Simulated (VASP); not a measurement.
# Ti (Im-3m) in VASP: further runs

Runs on Ti. Level: PBEsol. Tasks: single point.

All numbers are computed with VASP 6.6.1; they aren't measurements. Logs are shortened: lines on timing, memory, paths and dates and some standing lists are left out, and cuts for length are marked.

## Step 1: The cell of the first run

Symmetry: Im-3m, No. 229, cubic system. The conventional cell has a = 3.210 Å, b = 3.210 Å, c = 3.210 Å, α = 90.00°, β = 90.00°, γ = 90.00°. Within 3.7 Å of Ti (site symmetry m-3m) lie 14 Ti at 2.78 to 3.21 Å.

## Step 2: Single point, PBEsol

Input file INCAR:

```
PREC = Accurate ; ENCUT = 520
EDIFF = 1E-6 ; ISMEAR = 0
SIGMA = 0.1 ; LREAL = F
LASPH = T ; NELM = 80
ALGO = Normal ; ISIF = 2
LWAVE = F ; LCHARG = F
GGA = PS ; NBANDS = 12
```

Input file KPOINTS:

```
Automatic mesh
0
Gamma
  18 18 18
```

Input file POSCAR:

```
Ti
1.0
   -1.6049504194      1.6049504194      1.6049504194
    1.6049504194     -1.6049504194      1.6049504194
    1.6049504194      1.6049504194     -1.6049504194
Ti
1
Direct
    0.0000000000      0.0000000000      0.0000000000
```

Potentials or basis: VASP PAW PBE potentials, release 64 (Ti_sv).

Launch:

```bash
$ cat potpaw_PBE.64/Ti_sv/POTCAR > POTCAR
$ mpirun -np 1 vasp_std > vasp.out
```

OUTCAR:

```text
PREC = Accurate
   ENCUT = 520
   EDIFF = 1E-6
   ISMEAR = 0
   LREAL = F
   LASPH = T
   NELM = 80
   ISIF = 2
   GGA = PS

 ion  position               nearest neighbor table
   1  0.000  0.000  0.000-

  LATTYP: Found a body centered cubic cell.
 ALAT       =     3.2099008388

  Lattice vectors:

 A1 = (  -1.6049504194,   1.6049504194,   1.6049504194)
 A2 = (   1.6049504194,  -1.6049504194,   1.6049504194)
 A3 = (   1.6049504194,   1.6049504194,  -1.6049504194)

Analysis of symmetry for initial positions (statically):
=====================================================================
 Subroutine PRICEL returns:
 Original cell was already a primitive cell.

 Routine SETGRP: Setting up the symmetry group for a
 body centered cubic supercell.

 Subroutine GETGRP returns: Found 48 space group operations
 (whereof 48 operations were pure point group operations)
 out of a pool of 48 trial point group operations.

The static configuration has the point symmetry O_h .

Analysis of symmetry for dynamics (positions and initial velocities):
=====================================================================
 Subroutine PRICEL returns:
 Original cell was already a primitive cell.

 Routine SETGRP: Setting up the symmetry group for a
 body centered cubic supercell.

 Subroutine GETGRP returns: Found 48 space group operations
 (whereof 48 operations were pure point group operations)
 out of a pool of 48 trial point group operations.

The dynamic configuration has the point symmetry O_h .

 Subroutine INISYM returns: Found 48 space group operations
 (whereof 48 operations are pure point group operations),
 and found     1 'primitive' translations

----------------------------------------------------------------------------------------

                                     Primitive cell

  volume of cell :      16.5365

  direct lattice vectors                    reciprocal lattice vectors
    -1.604950419  1.604950419  1.604950419     0.000000000  0.311536104  0.311536104
     1.604950419 -1.604950419  1.604950419     0.311536104  0.000000000  0.311536104
     1.604950419  1.604950419 -1.604950419     0.311536104  0.311536104  0.000000000

  length of vectors
     2.779855670  2.779855670  2.779855670     0.440578583  0.440578583  0.440578583

  position of ions in fractional coordinates (direct lattice)
     0.000000000  0.000000000  0.000000000

  ion indices of the primitive-cell ions
   primitive index   ion index
                 1           1
[... 74 lines left out ...]
   EDIFFG = 0.1E-04   stopping-criterion for IOM
   NSW    =      0    number of steps for IOM
   IBRION =     -1    ionic relax: 0-MD 1-quasi-New 2-CG
   NFREE  =      0    steps in history (QN), initial steepest desc. (CG)
   ISIF   =      2    stress and relaxation
   ISYM   =      2    0-nonsym 1-usesym 2-fastsym
   POTIM  = 0.5000    time-step for ionic-motion
   TEBEG  =    0.0;   TEEND  =   0.0 temperature during run
   PSTRESS=    0.0 pullay stress
   NELECT =      12.0000    total number of electrons
   NUPDOWN=      -1.0000    fix difference up-down
   EMIN   =  10.00;   EMAX   =-10.00  energy-range for DOS
   EFERMI =   0.00;   METHOD = LEGACY
   ISMEAR =     0;   SIGMA  =   0.10  broadening in eV -4-tet -1-fermi 0-gaus
   EFERMI_NEDOS =   21; number of points for ismear=-14 and -15
   IALGO  =     38    algorithm
   IMIX   =      4    mixing-type and parameters
     AMIX     =   0.40;   BMIX     =  1.00
     AMIX_MAG =   1.60;   BMIX_MAG =  1.00
  volume/ion in A,a.u.               =      16.54       111.59
  Fermi-wavevector in a.u.,A,eV,Ry     =   1.471139  2.780049 29.446397  2.164249
  Thomas-Fermi vector in A             =   2.586311
   LORBIT       =      0    0 simple, 1 ext, 2 COOP (PROOUT), +10 PAW based schemes
   GGA     = PS    functional components
   LHFCALC =     F    Hartree Fock is set to
   AEXX    =    0.0000 exact exchange contribution
   IVDW    =     0    specifies the selected vdW correction
   LEPSILON=     F    determine dielectric tensor
   LRPA    =     F    only Hartree local field effects (RPA)
 non-spin polarized calculation
 Gauss-broadening in eV      SIGMA  =   0.10
  energy-cutoff  :      520.00
  volume of cell :       16.54
 maximum number of plane-waves:       466
 NGX is ok and might be reduce to    24
   NGX = 11   NGY = 11   NGZ = 11

 number of electron      12.0000001 magnetization

 Free energy of the ion-electron system (eV)
  ---------------------------------------------------
  ext. energy  EPLUGINS =         0.00000000
  ---------------------------------------------------
  free energy    TOTEN  =        -8.24096387 eV

  energy without entropy =       -8.22995149  energy(sigma->0) =       -8.23545768

 E-fermi :   8.4717     XC(G=0): -11.8681

 val. band max:        8.4626886200   @ k =   0.3333   0.2222   0.0000
 cond. band min:       8.4747865816   @ k =  -0.4444   0.5000   0.1111
 fundamental gap:      0.0120979616
 Fermi energy:         8.4716527118

 k-point     1 :       0.0000    0.0000    0.0000
  band No.  band energies     occupation
      1     -47.7301      2.00000
      2     -23.6178      2.00000
      3     -23.6178      2.00000
      4     -23.6178      2.00000
      5       2.4181      2.00000
      6       9.4994      0.00000
      7       9.4994      0.00000
      8       9.4994      0.00000
      9      11.3820      0.00000
     10      11.3820      0.00000
     11      26.2445      0.00000
     12      26.2445      0.00000
[... 331 lines left out ...]
 k-point    24 :       0.3889    0.1111    0.0000
  band No.  band energies     occupation
      1     -47.5667      2.00000
      2     -24.3652      2.00000
      3     -23.8883      2.00000
      4     -23.6576      2.00000
      5       6.1359      2.00000
      6       8.0710      2.00000
      7       9.1000      0.00000
      8      11.3023      0.00000
      9      11.8909      0.00000
     10      13.3800      0.00000
     11      18.1566      0.00000
     12      22.0018      0.00000

 [... further k-points ...]
[... 5 lines left out ...]
  --------------------------------------------------------------------------------------
  -------------------------------------------------------------------------------------
  Total       -0.0257010     -0.0257010     -0.0257010     -0.0000000      0.0000000     -0.0000000
  in kB       -2.4900968     -2.4900968     -2.4900968     -0.0000000      0.0000000     -0.0000000
  external PRESSURE =      -2.4900968 kB  Pullay stress =       0.0000000 kB

 VOLUME and BASIS-vectors are now :
 -----------------------------------------------------------------------------
  energy-cutoff  :      520.00
  volume of cell :       16.54
      direct lattice vectors                 reciprocal lattice vectors
    -1.604950419  1.604950419  1.604950419     0.000000000  0.311536104  0.311536104
     1.604950419 -1.604950419  1.604950419     0.311536104  0.000000000  0.311536104
     1.604950419  1.604950419 -1.604950419     0.311536104  0.311536104  0.000000000

 POSITION                                       TOTAL-FORCE (eV/Angst)
 -----------------------------------------------------------------------------------
      0.00000      0.00000      0.00000         0.000000      0.000000      0.000000
 -----------------------------------------------------------------------------------
    total drift:                                0.000000      0.000000     -0.000000

  FREE ENERGIE OF THE ION-ELECTRON SYSTEM (eV)
  ---------------------------------------------------
  free  energy   TOTEN  =        -8.2409638739 eV

  energy  without entropy=       -8.2299514918  energy(sigma->0) =       -8.23545768
```

OSZICAR:

```text
N       E                     dE             d eps       ncg     rms          rms(c)
DAV:   1     0.859910137673E+02    0.85991E+02   -0.65660E+03  4696   0.123E+03
DAV:   2    -0.503048684563E+01   -0.91022E+02   -0.88635E+02  4772   0.298E+02
DAV:   3    -0.923041198579E+01   -0.41999E+01   -0.41479E+01  6372   0.648E+01
DAV:   4    -0.931795840982E+01   -0.87546E-01   -0.87451E-01  5304   0.832E+00
DAV:   5    -0.932004169473E+01   -0.20833E-02   -0.20832E-02  5496   0.115E+00    0.906E+00
DAV:   6    -0.823824979530E+01    0.10818E+01   -0.24558E+00  5104   0.225E+01    0.228E+00
DAV:   7    -0.823015334533E+01    0.80964E-02   -0.86874E-02  5604   0.324E+00    0.131E+00
DAV:   8    -0.824053224287E+01   -0.10379E-01   -0.39664E-02  4888   0.235E+00    0.124E-01
DAV:   9    -0.824091997997E+01   -0.38774E-03   -0.30979E-03  5700   0.552E-01    0.877E-02
DAV:  10    -0.824098661443E+01   -0.66634E-04   -0.31739E-04  5016   0.204E-01    0.140E-02
DAV:  11    -0.824096415200E+01    0.22462E-04   -0.24729E-05  5480   0.760E-02    0.957E-03
DAV:  12    -0.824096387393E+01    0.27807E-06   -0.22601E-06  4940   0.173E-02
   1 F= -.82409639E+01 E0= -.82354577E+01  d E =-.110124E-01
```

stdout:

```text
POSCAR found type information on POSCAR Ti
 POSCAR found :  1 types and       1 ions
 scaLAPACK will be used
 -----------------------------------------------------------------------------
|                                                                             |
|                                                                             |
|     You enforced a specific xc type in the INCAR file but a different       |
|     I HOPE YOU KNOW WHAT YOU ARE DOING!                                     |
|                                                                             |
 -----------------------------------------------------------------------------

 LDA part: xc-table for (Slater+PW92), standard interpolation
 POSCAR, INCAR and KPOINTS ok, starting setup
 FFT: planning ... GRIDC
 FFT: planning ... GRID_SOFT
 FFT: planning ... GRID
 WAVECAR not read
 entering main loop
```

Run time: 23 s. Hardware: 1 thread of Intel Xeon Platinum 8259CL at 2.50GHz (Skylake/Cascade Lake), shared host; peak memory 0.16 GiB.

What came out:

- Free energy: -8.2410 eV
- Pressure: -0.2 GPa
- Band gap on the k mesh: zero (band 6 reaches 9.50 eV, above the bottom of band 7 at 7.89 eV)

Caveat: the PAW data sets were made with another functional, which shifts forces and pressure a little.

## Step 3: Single point, PBEsol

Input file INCAR:

```
SYSTEM = Ti
ALGO     = Normal         ! electronic algorithm
EDIFF    = 1E-6           ! SCF threshold, eV
ENCUT    = 520            ! plane-wave cutoff, eV
GGA      = PS             ! functional
ISIF     = 2              ! what is computed and relaxed
ISMEAR   = 0              ! smearing method
LASPH    = .True.         ! aspherical terms in the spheres
LCHARG   = .True.         ! write CHGCAR
LELF     = .True.         ! ELF
LREAL    = .False.        ! projectors in reciprocal space
LVHAR    = .True.       
LWAVE    = .False.        ! write WAVECAR
NBANDS   = 12             ! bands
NELM     = 60             ! most SCF steps
PREC     = Accurate       ! precision mode
SIGMA    = 0.15           ! smearing width, eV
```

Input file KPOINTS:

```
k-points
0
Gamma
  20 20 20
  0 0 0
```

POSCAR is that of step 2.

Potentials or basis: VASP PAW PBE potentials, release 64 (Ti_sv).

Launch:

```bash
$ cat potpaw_PBE.64/Ti_sv/POTCAR > POTCAR
$ mpirun -np 1 vasp_std > vasp.out
```

It took 29 s on 1 thread of Intel Xeon Platinum 8259CL at 2.50GHz (Skylake/Cascade Lake), shared host; peak memory 0.17 GiB.

Results (log left out):

```
Free energy            : -8.2476 eV
Pressure               : -0.2 GPa
Band gap on the k mesh : zero (band 6 reaches 9.50 eV, above the bottom of band 7 at 7.78 eV)
```

Levels at points of the mesh, in eV from the Fermi level:
| k point | band 4 | band 5 | band 6 | band 7 | band 8 | band 9 |
| --- | --- | --- | --- | --- | --- | --- |
| (0.00, 0.00, 0.00) | -32.09 | -6.05 | 1.03 | 1.03 | 1.03 | 2.91 |
| (0.50, 0.00, 0.00) | -32.09 | -2.58 | -0.45 | 1.31 | 2.91 | 3.28 |
| (0.50, 0.50, 0.50) | -32.63 | -2.27 | -2.27 | 4.19 | 4.19 | 4.19 |

Caveat: the PAW data sets were made with another functional, which shifts forces and pressure a little.

## Step 4: Single point, PBEsol

Input file INCAR:

```
ALGO     = Fast           # electronic algorithm
EDIFF    = 1E-6           # SCF threshold, eV
ENCUT    = 520            # plane-wave cutoff, eV
GGA      = PS             # functional
ISIF     = 2              # what is computed and relaxed
ISMEAR   = 0              # smearing method
LASPH    = True           # aspherical terms in the spheres
LCHARG   = True           # write CHGCAR
LELF     = True           # ELF
LREAL    = False          # projectors in reciprocal space
LVHAR    = True         
LWAVE    = False          # write WAVECAR
NBANDS   = 12             # bands
NELM     = 100            # most SCF steps
PREC     = Accurate       # precision mode
SIGMA    = 0.15           # smearing width, eV
```

Input file KPOINTS:

```
k-points
0
Gamma
  22 22 22
```

POSCAR is that of step 3.

Launch:

```bash
$ cat potpaw_PBE.64/Ti_sv/POTCAR > POTCAR
$ mpirun -np 1 vasp_std > vasp.out
```

Run time: 100 s. Hardware: 1 thread of Intel Xeon Platinum 8259CL at 2.50GHz (Skylake/Cascade Lake), shared host; peak memory 0.19 GiB.

It converged, with:

```
Free energy            : -8.2478 eV
Pressure               : -0.4 GPa
Band gap on the k mesh : zero (band 6 reaches 9.52 eV, above the bottom of band 7 at 7.83 eV)
```

Levels at points of the mesh, in eV from the Fermi level:
| k point | band 4 | band 5 | band 6 | band 7 | band 8 | band 9 |
| --- | --- | --- | --- | --- | --- | --- |
| (0.00, 0.00, 0.00) | -32.09 | -6.05 | 1.03 | 1.03 | 1.03 | 2.91 |
| (0.50, 0.00, 0.00) | -32.09 | -2.58 | -0.45 | 1.31 | 2.91 | 3.28 |
| (0.50, 0.50, 0.50) | -32.63 | -2.27 | -2.27 | 4.19 | 4.19 | 4.19 |

Caveat: the PAW data sets were made with another functional, which shifts forces and pressure a little.

## Step 5: The runs side by side

| k mesh | smearing | gap on the mesh (eV) | pressure (GPa) |
| --- | --- | --- | --- |
| 18 × 18 × 18 | gaussian 0.1 eV | none | -0.2 |
| 20 × 20 × 20 | gaussian 0.15 eV | none | -0.2 |
| 22 × 22 × 22 | gaussian 0.15 eV | none | -0.4 |

Alike in all rows: task single point; level PBEsol; potentials or basis VASP PAW PBE potentials, release 64 (Ti_sv); no spin polarisation; cell as given; cutoff (eV) 520.

Every run on the cell as given and a fine mesh finds a metal.

Caveats: the PAW data sets were made with another functional, which shifts forces and pressure a little.

Absolute energies hang on the potentials; compare differences alone.
